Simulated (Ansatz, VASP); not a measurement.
**One calculation of KF, two programs**

Contents of POSCAR:

```
KF
1.0
   -0.0760699505      2.6379311127      2.6379311127
    2.6379311127     -0.0760699505      2.6379311127
    2.6379311127      2.6379311127     -0.0760699505
K F
1 1
Direct
    0.0000000000      0.0000000000      0.0000000000
    0.5000000000      0.5000000000      0.5000000000
```

File INCAR.step1:

```
PREC     = Accurate       # precision mode
ENCUT    = 520            # plane-wave cutoff, eV
ISMEAR   = 0              # smearing method
SIGMA    = 0.01           # smearing width, eV
LREAL    = False          # projectors in reciprocal space
LASPH    = True           # aspherical terms in the spheres
NELM     = 100            # most SCF steps
NBANDS   = 15             # bands
GGA      = PE             # functional
ALGO     = Normal         # electronic algorithm
EDIFF    = 1E-4           # SCF threshold, eV
LWAVE    = True           # write WAVECAR
LCHARG   = False          # write CHGCAR
```

INCAR.step2

```
PREC     = Accurate       # precision mode
ENCUT    = 520            # plane-wave cutoff, eV
EDIFF    = 1E-6           # SCF threshold, eV
ISMEAR   = 0              # smearing method
SIGMA    = 0.01           # smearing width, eV
LREAL    = False          # projectors in reciprocal space
LASPH    = True           # aspherical terms in the spheres
NELM     = 100            # most SCF steps
ALGO     = Normal         # electronic algorithm
ISIF     = 2              # what is computed and relaxed
LWAVE    = False          # write WAVECAR
LCHARG   = False          # write CHGCAR
METAGGA  = R2SCAN         # meta-GGA
LMIXTAU  = True         
NBANDS   = 15             # bands
ISTART   = 1
```

KPOINTS

```
Automatic mesh
0
Gamma
  8 8 8
```

Input for Ansatz:

```yaml
crystal:
  lattice:
    - [-0.0760699505, 2.6379311127, 2.6379311127]
    - [2.6379311127, -0.0760699505, 2.6379311127]
    - [2.6379311127, 2.6379311127, -0.0760699505]
  atoms:
    - { symbol: K, position: [0.0, 0.0, 0.0] }
    - { symbol: F, position: [0.5, 0.5, 0.5] }
kpoints:
  mp_grid: { grid: [8, 8, 8] }
  band_path:
    path:
      - [0.0, 0.0, 0.0]
      - [0.5, 0.0, 0.5]
      - [0.625, 0.25, 0.625]
      - [0.375, 0.375, 0.75]
      - [0.5, 0.5, 0.5]
      - [0.5, 0.25, 0.75]
    npoints: 1
hamiltonian:
  xc: r2scan
scf:
  occupations: { method: fixed }
  n_extra_bands: 4
output:
  forces: true
  stress: true
  eigenvalues: true
```

Change from the starting cell: epitaxial_111 strain +2.1%.

Alike in both runs: task single point; functional r2SCAN; k mesh 8 × 8 × 8; no spin polarisation.

```csv
,VASP,Ansatz
version,VASP 6.6.1,Ansatz 0.2.0
potentials or method,"VASP PAW PBE potentials, release 64 (K_sv, F)","plane waves, PAW"
plane-wave cutoff (eV),520,500
occupations,"gaussian, width 0.01 eV",fixed
valence electrons in the cell,16,16
```

|  | VASP | Ansatz | Ansatz less VASP |
| --- | --- | --- | --- |
| gap on the k mesh at the Fermi level (eV) | 6.78 | 6.78 | +0.001 |
| pressure (GPa) | -0.7 | -0.7 | +0.04 |
| traceless stress, the component that is largest in VASP (GPa) | 0.33 | 0.33 | +0.001 |

VASP's potentials were made for PBE, not for r2SCAN.
